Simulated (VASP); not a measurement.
The system is GdZr.

```
CELL_PARAMETERS angstrom
3.17666 0.00000 0.00000
-1.58833 2.75107 0.00000
0.00000 0.00000 5.09757
ATOMIC_POSITIONS crystal
Gd 0.66667 0.33333 0.50000
Zr 0.33333 0.66667 0.00000
```

Base run:

| Property | Result |
| --- | --- |
| Program | VASP 6.6.1 |
| Functional | LDA |
| Potentials or basis | VASP PAW PBE potentials, release 64 (Gd, Zr_sv) |
| Cutoff | 520 eV |
| k mesh | 11 × 11 × 6 |
| Occupations | methfessel-paxton, width 0.05 eV |
| Spin | collinear spin, ferromagnetic start |
| Starting moments | [7.0, 0.0] μB |

Its results: pressure 7.8 GPa; net moment 7.01 μB per cell; site moments Gd +6.81; Zr -0.07 μB.

Q: The run is repeated on the same cell with these changes: functional from LDA to PBEsol; occupations from methfessel-paxton, width 0.05 eV to fermi-dirac, width 0.05 eV. What comes out?

A: Pressure 11.3 GPa; net moment 7.27 μB per cell; site moments Gd +6.90; Zr -0.03 μB.

Caveats: the cell stands under pressure; the PAW data sets were made with another functional, which shifts forces and pressure a little.
